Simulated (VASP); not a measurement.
Write the native input for VASP 6.6.1 that does the following.

```yaml
Task: single point
Functional: r2SCAN
Potentials_or_basis: VASP PAW PBE potentials, release 64 (Na_pv)
Cutoff: 520 eV
k_mesh: 6 × 6 × 4
Occupations: gaussian, width 0.1 eV
Spin: no spin polarisation
Dipole_correction: no
Further_INCAR_settings: ALGO = Normal; EDIFF = 1e-06; NBANDS = 14
```

Na:

```
Na
1.0
     3.68665    0.00000    0.00000
    -1.84333    3.19274    0.00000
     0.00000    0.00000    6.06702
Na
2
Direct
  0.33333 0.66667 0.25000
  0.66667 0.33333 0.75000
```

These files were run (other wordings do the same):

POSCAR

```
Na
1.0
    3.6866537766      0.0000000000      0.0000000000
   -1.8433268883      3.1927358255      0.0000000000
    0.0000000000      0.0000000000      6.0670235788
Na
2
Direct
    0.3333333333      0.6666666667      0.2500000000
    0.6666666667      0.3333333333      0.7500000000
```

INCAR.step1

```
PREC = Accurate ; ENCUT = 520
ISMEAR = 0 ; SIGMA = 0.1
LREAL = False ; LASPH = True
NELM = 100 ; NBANDS = 14
GGA = PE ; ALGO = Normal
EDIFF = 1E-4 ; LWAVE = True
LCHARG = False
```

INCAR.step2

```
PREC = Accurate ; ENCUT = 520
EDIFF = 1E-6 ; ISMEAR = 0
SIGMA = 0.1 ; LREAL = False
LASPH = True ; NELM = 100
ALGO = Normal ; ISIF = 2
LWAVE = False ; LCHARG = False
METAGGA = R2SCAN ; LMIXTAU = True
NBANDS = 14 ; ISTART = 1
```

KPOINTS

```
Automatic mesh
0
Gamma
  6 6 4
```

Potentials or basis: VASP PAW PBE potentials, release 64 (Na_pv).

The run is started by

```console
$ cat potpaw_PBE.64/Na_pv/POTCAR > POTCAR
$ cp INCAR.step1 INCAR
$ mpirun -np 1 vasp_std > vasp.out
$ cp INCAR.step2 INCAR
$ mpirun -np 1 vasp_std > vasp.out
```

Results of the run:

```yaml
Pressure: 0.4 GPa
Band_gap_on_the_k_mesh: zero (band 7 reaches 2.69 eV, above the bottom of band 8 at -2.00 eV)
```

Caveat: the PAW data sets were made with another functional, which shifts forces and pressure a little.

It took 54 s on 1 thread of Intel Xeon 6975P-C, on a shared host, peak memory 0.19 GiB.
